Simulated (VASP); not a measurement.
Here is a VASP 6.6.1 calculation.

POSCAR

```
SiSe
1.0
    3.5952000000      0.0000000000      0.0000000000
   -1.7976000000      3.1135300000      0.0000000000
    0.0000000000      0.0000000000      3.5987300000
Si Se
1 1
Direct
    0.6666700000      0.3333300000      0.5000000000
    0.0000000000      0.0000000000      0.0000000000
```

INCAR.step1

```
PREC = Accurate
ENCUT = 600
ISMEAR = -1
SIGMA = 0.05
LREAL = False
LASPH = True
NELM = 80
GGA = PE
ALGO = Normal
EDIFF = 1E-4
LWAVE = True
LCHARG = False
```

Contents of INCAR.step2:

```
PREC = Accurate
ENCUT = 600
EDIFF = 1E-7
ISMEAR = -1
SIGMA = 0.05
LREAL = False
LASPH = True
NELM = 80
ALGO = Normal
ISIF = 3
LWAVE = False
LCHARG = False
METAGGA = R2SCAN
LMIXTAU = True
IBRION = 2
NSW = 60
EDIFFG = -0.01
ISTART = 1
```

Contents of KPOINTS:

```
Automatic mesh
0
Gamma
  9 9 7
```

Potentials or basis: VASP PAW PBE potentials, release 64 (Si, Se).

The run is started by

```sh
$ cat potpaw_PBE.64/Si/POTCAR potpaw_PBE.64/Se/POTCAR > POTCAR
$ cp INCAR.step1 INCAR
$ mpirun -np 1 vasp_std > vasp.out
$ cp INCAR.step2 INCAR
$ mpirun -np 1 vasp_std > vasp.out
```

Estimate the band gap on the k mesh.

zero (bands 5 and 6 overlap by 3.12 eV).

Predict the space group after relaxing (to 0.1 Å).

P-6m2 (No. 187).

What does it give for the relaxed volume?

20.20 Å³/atom.

What does it give for the relaxed cell?

a = 3.596 Å, b = 3.596 Å, c = 3.607 Å, α = 90.00°, β = 90.00°, γ = 120.00°.

Final structure:
```xyz
2
Lattice="3.5959 0.0000 0.0000 -1.7980 3.1142 0.0000 0.0000 0.0000 3.6074" Properties=species:S:1:pos:R:3 pbc="T T T"
Si    1.7980    1.0380    1.8037
Se   -1.7980    3.1142    0.0000
```

Caveat: the PAW data sets were made with another functional, which shifts forces and pressure a little.
